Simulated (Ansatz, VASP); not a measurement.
# One calculation of Se, two programs

```
Se
1.0
     4.15950   -2.47215    0.00000
     4.15950    2.47215    0.00000
     0.00000    0.00000    4.93672
Se
6
Direct
  0.09315 0.90685 0.75000
  0.90685 0.09315 0.25000
  0.73055 0.67913 0.25000
  0.26945 0.32087 0.75000
  0.67913 0.73055 0.75000
  0.32087 0.26945 0.25000
```

Alike in both runs: task single point; functional PBE; k mesh 4 × 4 × 4; occupations gaussian, width 0.1 eV; no spin polarisation.

|  | VASP | Ansatz |
| --- | --- | --- |
| version | VASP 6.6.1 | Ansatz 0.2.0 |
| potentials or method | VASP PAW PBE potentials, release 64 (Se), cutoff 520 eV | scalar-relativistic, plane waves, PAW |
| valence electrons in the cell | 36 | 96 |

Ansatz gave:

- gap on the k mesh at the Fermi level (eV): none
- rms of the force components (eV/Å): 0.746

Task: Estimate VASP's values.

Result: gap on the k mesh at the Fermi level (eV): none; rms of the force components (eV/Å): 0.752.

Atom by atom the forces differ by 0.006 eV/Å (rms over components). A gap of «none» marks a metal or a gap that the smearing closes. With one functional, cell and mesh, what is left measures potentials, basis and numerics. VASP's potentials hold 36 valence electrons a cell and Ansatz's 96, so a difference there can come from the potentials and not from the codes.

The k mesh is coarse, so the values compare programs but aren't converged.
